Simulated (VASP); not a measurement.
The system is Br.

```
Br
1.0
    -1.42349    1.42349    3.57752
     1.42349   -1.42349    3.57752
     1.42349    1.42349   -3.57752
Br
1
Direct
  0.00000 0.00000 0.00000
```

* Program: VASP 6.6.1
* Task: relaxation of cell and atoms
* Functional: PBE
* Potentials or basis: VASP PAW PBE potentials, release 64 (Br)
* Cutoff: 600 eV
* k mesh: 13 × 13 × 13
* Occupations: fermi-dirac, width 0.05 eV
* Spin: no spin polarisation

At the start: pressure 1.4 GPa; volume 29.00 Å³/atom.

Q: How do energy, volume and symmetry change on relaxing?

A: Over 12 steps the energy falls by 24.0 meV/atom and the volume is 35.96 Å³/atom (+24.0 %); space group I4/mmm (No. 139, to 0.1 Å) before and after.

The path:
```tsv
step	energy change (eV)	largest force (eV/Å)	pressure (GPa)	volume (Å³)
1	0.0000	0.0000	1.40	29.00
2	-0.0057	0.0000	0.19	30.08
3	-0.0061	0.0000	-0.14	30.42
4	-0.0112	0.0000	-0.10	30.98
5	-0.0201	0.0000	0.16	32.62
6	-0.0213	0.0000	0.84	35.78
7	-0.0225	0.0000	0.58	34.76
8	-0.0232	0.0000	-0.41	37.00
9	-0.0240	0.0000	-0.03	36.04
10	-0.0240	0.0000	-0.03	36.00
11	-0.0236	0.0000	0.28	35.38
12	-0.0240	0.0000	0.02	35.96
```

Final structure:
```
Br
1.0
    -1.43492    1.43492    4.36573
     1.43492   -1.43492    4.36573
     1.43492    1.43492   -4.36573
Br
1
Cartesian
  0.0000 0.0000 0.0000
```

Caveat: the volume moved by over 15 % at a fixed basis, so the end points are rough; an odd number of electrons without spin polarisation forces a metal; a magnetic or distorted state may lie lower.
